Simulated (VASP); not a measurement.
Wanted: the native input for a VASP 6.6.1 run.

* Task: dielectric tensor
* Functional: PBEsol
* Potentials or basis: VASP PAW PBE potentials, release 64 (In_d, Se)
* Cutoff: 400 eV
* k mesh: 8 × 8 × 8
* Occupations: gaussian, width 0.01 eV
* Spin: no spin polarisation
* Dipole correction: no
* Further INCAR settings: ALGO = Normal; EDIFF = 1e-08

The structure of InSe lies in POSCAR:

```
InSe
1.0
    2.0000000000      1.1547005384      8.4400000000
   -2.0000000000      1.1547005384      8.4400000000
    0.0000000000     -2.3094010768      8.4400000000
In Se
2 2
Direct
    0.8886000000      0.8886000000      0.8886000000
    0.0000000000      0.0000000000      0.0000000000
    0.1719000000      0.1719000000      0.1719000000
    0.3835000000      0.3835000000      0.3835000000
```

The input as run:

INCAR

```
SYSTEM = InSe
  PREC = Accurate
  ENCUT = 400
  EDIFF = 1E-8
  ISMEAR = 0
  SIGMA = 0.01
  LREAL = .False.
  LASPH = .True.
  NELM = 120
  ALGO = Normal
  ISIF = 2
  LWAVE = .False.
  LCHARG = .False.
  GGA = PS
  LEPSILON = .True.
  GGA_COMPAT = .False.
```

KPOINTS

```
Automatic mesh
0
Gamma
  8 8 8
  0 0 0
```

Potentials or basis: VASP PAW PBE potentials, release 64 (In_d, Se).

The run is started by

```bash
$ cat potpaw_PBE.64/In_d/POTCAR potpaw_PBE.64/Se/POTCAR > POTCAR
$ mpirun -np 1 vasp_std > vasp.out
```

Results of the run:

* Band gap on the k mesh: 0.33 eV
* Electronic dielectric tensor (diagonal): 8.49, 8.49, 18.09
* Born charges (mean of the diagonal): In +1.97, +2.00; Se -1.97, -2.01 e

Caveat: the gap is small at this level, which inflates the dielectric constant; spin-orbit coupling is left out, which moves the levels of the heavy elements.

It took 100 min on 1 thread of Intel(R) Xeon(R) Platinum 8488C (Sapphire Rapids), on a shared host, peak memory 1.4 GiB.
